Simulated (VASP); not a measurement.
# Sc (P6_3/mmc) in VASP: further runs, part 2 of 2

VASP 6.6.1.

## 4. Single point, PBEsol

This run uses another cell than the first one, of 18.60 Å³/atom.

INCAR reads:

```
PREC     = Accurate       # precision mode
ENCUT    = 520            # plane-wave cutoff, eV
EDIFF    = 1E-6           # SCF threshold, eV
ISMEAR   = -1             # smearing method
SIGMA    = 0.05           # smearing width, eV
LREAL    = F              # projectors in reciprocal space
LASPH    = T              # aspherical terms in the spheres
NELM     = 100            # most SCF steps
ALGO     = Normal         # electronic algorithm
ISIF     = 2              # what is computed and relaxed
LWAVE    = F              # write WAVECAR
LCHARG   = F              # write CHGCAR
GGA      = PS             # functional
NBANDS   = 18             # bands
```

KPOINTS reads:

```
Automatic mesh
0
Gamma
  9 9 5
```

POSCAR reads:

```
Sc
1.0
    3.0258237328      0.0000000000      0.0000000000
   -1.5129118664      2.6204402199      0.0000000000
    0.0000000000      0.0000000000      4.6910874501
Sc
2
Direct
    0.6666666667      0.3333333333      0.7500000000
    0.3333333333      0.6666666667      0.2500000000
```

Potentials or basis: VASP PAW PBE potentials, release 64 (Sc_sv).

Started as:

```console
$ cat potpaw_PBE.64/Sc_sv/POTCAR > POTCAR
$ mpirun -np 1 vasp_std > vasp.out
```

OUTCAR:

```text
PREC = Accurate
   ENCUT = 520
   EDIFF = 1E-6
   ISMEAR = -1
   LREAL = F
   LASPH = T
   NELM = 100
   ISIF = 2
   GGA = PS

 ion  position               nearest neighbor table
   1  0.667  0.333  0.750-   2 2.92   2 2.92   2 2.92   2 2.92   2 2.92   2 2.92
   2  0.333  0.667  0.250-   1 2.92   1 2.92   1 2.92   1 2.92   1 2.92   1 2.92

  LATTYP: Found a hexagonal cell.
 ALAT       =     3.0258237328
 C/A-ratio  =     1.5503505374

  Lattice vectors:

 A1 = (   3.0258237328,   0.0000000000,   0.0000000000)
 A2 = (  -1.5129118664,   2.6204402199,   0.0000000000)
 A3 = (   0.0000000000,   0.0000000000,   4.6910874501)

Analysis of symmetry for initial positions (statically):
=====================================================================
 Subroutine PRICEL returns:
 Original cell was already a primitive cell.

 Routine SETGRP: Setting up the symmetry group for a
 hexagonal supercell.

 Subroutine GETGRP returns: Found 24 space group operations
 (whereof 12 operations were pure point group operations)
 out of a pool of 24 trial point group operations.

The static configuration has the point symmetry D_3d.
 The point group associated with its full space group is D_6h.

Analysis of symmetry for dynamics (positions and initial velocities):
=====================================================================
 Subroutine PRICEL returns:
 Original cell was already a primitive cell.

 Routine SETGRP: Setting up the symmetry group for a
 hexagonal supercell.

 Subroutine GETGRP returns: Found 24 space group operations
 (whereof 12 operations were pure point group operations)
 out of a pool of 24 trial point group operations.

The dynamic configuration has the point symmetry D_3d.
 The point group associated with its full space group is D_6h.

 Subroutine INISYM returns: Found 24 space group operations
 (whereof 12 operations are pure point group operations),
 and found     1 'primitive' translations

----------------------------------------------------------------------------------------

                                     Primitive cell

  volume of cell :      37.1956

  direct lattice vectors                    reciprocal lattice vectors
     3.025823733  0.000000000  0.000000000     0.330488518  0.190807635  0.000000000
    -1.512911866  2.620440220  0.000000000     0.000000000  0.381615269  0.000000000
     0.000000000  0.000000000  4.691087450     0.000000000  0.000000000  0.213170189

  length of vectors
     3.025823733  3.025823733  4.691087450     0.381615269  0.381615269  0.213170189

  position of ions in fractional coordinates (direct lattice)
     0.666666667  0.333333333  0.750000000
     0.333333333  0.666666667  0.250000000

  ion indices of the primitive-cell ions
   primitive index   ion index
                 1           1
                 2           2

----------------------------------------------------------------------------------------

 KPOINTS: Automatic mesh

Automatic generation of k-mesh.
 Grid dimensions read from file:
 generate k-points for:    9    9    5

 Generating k-lattice:

  Cartesian coordinates                     Fractional coordinates (reciprocal lattice)
     0.036720946  0.021200848  0.000000000     0.111111111  0.000000000  0.000000000
     0.000000000  0.042401697  0.000000000     0.000000000  0.111111111  0.000000000
     0.000000000  0.000000000  0.042634038     0.000000000  0.000000000  0.200000000

  Length of vectors
     0.042401697  0.042401697  0.042634038

  Shift w.r.t. Gamma in fractional coordinates (k-lattice)
     0.000000000  0.000000000  0.000000000

 Subroutine IBZKPT returns following result:
 ===========================================

 Found     36 irreducible k-points:

 Following reciprocal coordinates:
            Coordinates               Weight
  0.000000  0.000000  0.000000      1.000000
  0.111111  0.000000  0.000000      6.000000
  0.222222 -0.000000  0.000000      6.000000
  0.333333 -0.000000  0.000000      6.000000
  0.444444 -0.000000  0.000000      6.000000
  0.111111  0.111111  0.000000      6.000000
[... 16 lines left out ...]
  0.333333  0.222222  0.200000     24.000000
  0.333333  0.333333  0.200000      4.000000
 [... further k-points ...]
   k-points           NKPTS =     36   k-points in BZ     NKDIM =     36   number of bands    NBANDS=     18
   number of dos      NEDOS =    301   number of ions     NIONS =      2
   total plane-waves  NPLWV =  20736
   dimension x,y,z NGX =    24 NGY =   24 NGZ =   36
   dimension x,y,z NGXF=    48 NGYF=   48 NGZF=   72
   ions per type =               2
   NGX,Y,Z   is equivalent  to a cutoff of  13.19, 13.19, 12.76 a.u.
   NGXF,Y,Z  is equivalent  to a cutoff of  26.37, 26.37, 25.52 a.u.
 SYSTEM =  unknown system
   PREC   = accura    normal or accurate (medium, high low for compatibility)
   ISTART =      0    job   : 0-new  1-cont  2-samecut
   ICHARG =      2    charge: 1-file 2-atom 10-const
   ISPIN  =      1    spin polarized calculation?
   LNONCOLLINEAR =      F non collinear calculations
   LSORBIT =      F    spin-orbit coupling
   LASPH  =      T    aspherical Exc in radial PAW
   ENCUT  =  520.0 eV  38.22 Ry    6.18 a.u.   5.63  5.63  8.72*2*pi/ulx,y,z
   NELM   =    100;   NELMIN=  2; NELMDL= -5     # of ELM steps
   EDIFF  = 0.1E-05   stopping-criterion for ELM
   LREAL  =      F    real-space projection
   EDIFFG = 0.1E-04   stopping-criterion for IOM
   NSW    =      0    number of steps for IOM
   IBRION =     -1    ionic relax: 0-MD 1-quasi-New 2-CG
   NFREE  =      0    steps in history (QN), initial steepest desc. (CG)
   ISIF   =      2    stress and relaxation
   ISYM   =      2    0-nonsym 1-usesym 2-fastsym
   POTIM  = 0.5000    time-step for ionic-motion
   TEBEG  =    0.0;   TEEND  =   0.0 temperature during run
   PSTRESS=    0.0 pullay stress
   NELECT =      22.0000    total number of electrons
   NUPDOWN=      -1.0000    fix difference up-down
   EMIN   =  10.00;   EMAX   =-10.00  energy-range for DOS
   EFERMI =   0.00;   METHOD = LEGACY
   ISMEAR =    -1;   SIGMA  =   0.05  broadening in eV -4-tet -1-fermi 0-gaus
   EFERMI_NEDOS =   21; number of points for ismear=-14 and -15
   IALGO  =     38    algorithm
   IMIX   =      4    mixing-type and parameters
     AMIX     =   0.40;   BMIX     =  1.00
     AMIX_MAG =   1.60;   BMIX_MAG =  1.00
  volume/ion in A,a.u.               =      18.60       125.50
  Fermi-wavevector in a.u.,A,eV,Ry     =   1.374206  2.596873 25.693825  1.888443
  Thomas-Fermi vector in A             =   2.499654
   LORBIT       =      0    0 simple, 1 ext, 2 COOP (PROOUT), +10 PAW based schemes
   GGA     = PS    functional components
   LHFCALC =     F    Hartree Fock is set to
   AEXX    =    0.0000 exact exchange contribution
   IVDW    =     0    specifies the selected vdW correction
   LEPSILON=     F    determine dielectric tensor
   LRPA    =     F    only Hartree local field effects (RPA)
 non-spin polarized calculation
  energy-cutoff  :      520.00
  volume of cell :       37.20
 maximum number of plane-waves:      1019
 NGX is ok and might be reduce to    24
   NGX = 11   NGY = 11   NGZ = 17

 number of electron      21.9999993 magnetization

 Free energy of the ion-electron system (eV)
  ---------------------------------------------------
  ext. energy  EPLUGINS =         0.00000000
  ---------------------------------------------------
  free energy    TOTEN  =       -12.67800295 eV

  energy without entropy =      -12.64855494  energy(sigma->0) =      -12.66327894

 E-fermi :   5.3756     XC(G=0): -11.2091

 val. band max:        5.3564031496   @ k =   0.2222   0.1111   0.4000
 cond. band min:       5.4200419423   @ k =   0.3333   0.1111   0.2000
 fundamental gap:      0.0636387927
 Fermi energy:         5.3756101204

 k-point     1 :       0.0000    0.0000    0.0000
  band No.  band energies     occupation
      1     -43.1593      2.00000
      2     -42.9263      2.00000
      3     -22.4282      2.00000
      4     -21.5519      2.00000
      5     -21.5519      2.00000
      6     -21.3922      2.00000
[... 10 lines left out ...]
     17       8.3078      0.00000
     18       8.3078      0.00000
[... 463 lines left out ...]
 k-point    24 :       0.3333    0.3333    0.2000
  band No.  band energies     occupation
      1     -42.9237      2.00000
      2     -42.9237      2.00000
      3     -22.0788      2.00000
      4     -22.0679      2.00000
      5     -22.0679      2.00000
      6     -21.7738      2.00000
[... 10 lines left out ...]
     17      10.2509      0.00000
     18      10.2509      0.00000

 [... further k-points ...]

------------------------ aborting loop because EDIFF is reached ----------------------------------------

  FORCE on cell =-STRESS in cart. coord.  units (eV):
  Direction    XX          YY          ZZ          XY          YZ          ZX
  --------------------------------------------------------------------------------------
  -------------------------------------------------------------------------------------
  Total        4.6536456      4.6536456      4.6644325      0.0000000      0.0000000     -0.0000000
  in kB      200.4529606    200.4529606    200.9176030      0.0000000      0.0000000     -0.0000000
  external PRESSURE =     200.6078414 kB  Pullay stress =       0.0000000 kB

 VOLUME and BASIS-vectors are now :
 -----------------------------------------------------------------------------
  energy-cutoff  :      520.00
  volume of cell :       37.20
      direct lattice vectors                 reciprocal lattice vectors
     3.025823733  0.000000000  0.000000000     0.330488518  0.190807635  0.000000000
    -1.512911866  2.620440220  0.000000000     0.000000000  0.381615269  0.000000000
     0.000000000  0.000000000  4.691087450     0.000000000  0.000000000  0.213170189

 POSITION                                       TOTAL-FORCE (eV/Angst)
 -----------------------------------------------------------------------------------
      1.51291      0.87348      3.51832         0.000000      0.000000      0.000000
     -0.00000      1.74696      1.17277        -0.000000      0.000000      0.000000
 -----------------------------------------------------------------------------------
    total drift:                               -0.000000      0.000000     -0.000000

  FREE ENERGIE OF THE ION-ELECTRON SYSTEM (eV)
  ---------------------------------------------------
  free  energy   TOTEN  =       -12.6780029465 eV

  energy  without entropy=      -12.6485549407  energy(sigma->0) =      -12.66327894
```

It took 18 s on 1 thread of AMD EPYC 7R13 (Zen 3), shared host; peak memory 0.13 GiB.

What came out:

```yaml
Free_energy: -12.6780 eV
Pressure: 20.1 GPa
Band_gap_on_the_k_mesh: zero (bands 11 and 12 overlap by 2.25 eV)
```

Caveat: the cell stands under pressure; the PAW data sets were made with another functional, which shifts forces and pressure a little.

## 5. Single point, PBEsol

This run uses another cell than the first one, of 20.59 Å³/atom.

INCAR reads:

```
  PREC = Accurate
  ENCUT = 520
  EDIFF = 1E-6
  ISMEAR = -1
  SIGMA = 0.05
  LREAL = F
  LASPH = T
  NELM = 80
  ALGO = Normal
  ISIF = 2
  LWAVE = F
  LCHARG = T
  GGA = PS
  LELF = T
  LVHAR = T
  NBANDS = 18
```

KPOINTS is that of step 4.

POSCAR reads:

```
Sc
1.0
    3.1324346310      0.0000000000      0.0000000000
   -1.5662173155      2.7127679661      0.0000000000
    0.0000000000      0.0000000000      4.8451001481
Sc
2
Direct
    0.6666666667      0.3333333333      0.7500000000
    0.3333333333      0.6666666667      0.2500000000
```

Started as:

```console
$ cat potpaw_PBE.64/Sc_sv/POTCAR > POTCAR
$ mpirun -np 1 vasp_std > vasp.out
```

It took 21 s on 1 thread of AMD EPYC 7R13 (Zen 3), shared host; peak memory 0.13 GiB.

The run converged. Its results:

| Item | Value |
| --- | --- |
| Free energy | -13.0475 eV |
| Pressure | 10.0 GPa |
| Band gap on the k mesh | zero (bands 11 and 12 overlap by 1.86 eV) |

Levels at points of the mesh, in eV from the Fermi level:
```tsv
k point	band 9	band 10	band 11	band 12	band 13	band 14
(0.00, 0.00, 0.00)	-5.42	-1.90	1.20	1.79	1.79	2.18
```

Caveat: the cell stands under pressure; the PAW data sets were made with another functional, which shifts forces and pressure a little.

## 6. Overview

```tsv
level	cell	k mesh	smearing	grid for exact exchange (PRECFOCK)	share of exact exchange	gap on the mesh (eV)	pressure (GPa)
PBE0	a = 3.309, b = 3.309, c = 5.273 Å, angles 90.0, 90.0, 120.0°, 2 atoms	5 × 5 × 3	gaussian 0.1 eV	Normal	0.25	none	1.1
PBEsol	a = 2.937, b = 2.937, c = 4.580 Å, angles 90.0, 90.0, 120.0°, 2 atoms	9 × 9 × 5	fermi-dirac 0.05 eV	-	-	none	30.2
PBEsol	a = 3.026, b = 3.026, c = 4.691 Å, angles 90.0, 90.0, 120.0°, 2 atoms	9 × 9 × 5	fermi-dirac 0.05 eV	-	-	none	20.1
PBEsol	a = 3.132, b = 3.132, c = 4.845 Å, angles 90.0, 90.0, 120.0°, 2 atoms	9 × 9 × 5	fermi-dirac 0.05 eV	-	-	none	10.0
```

Alike in all rows: task single point; potentials or basis VASP PAW PBE potentials, release 64 (Sc_sv); no spin polarisation; cutoff (eV) 520.

Caveats: some runs use coarse meshes; the PAW data sets were made with another functional, which shifts forces and pressure a little; the cell stands under pressure (at least some runs).

Absolute energies hang on the potentials; compare differences alone.

The gap in the log of VASP goes by the Fermi energy; the results here count the filled bands.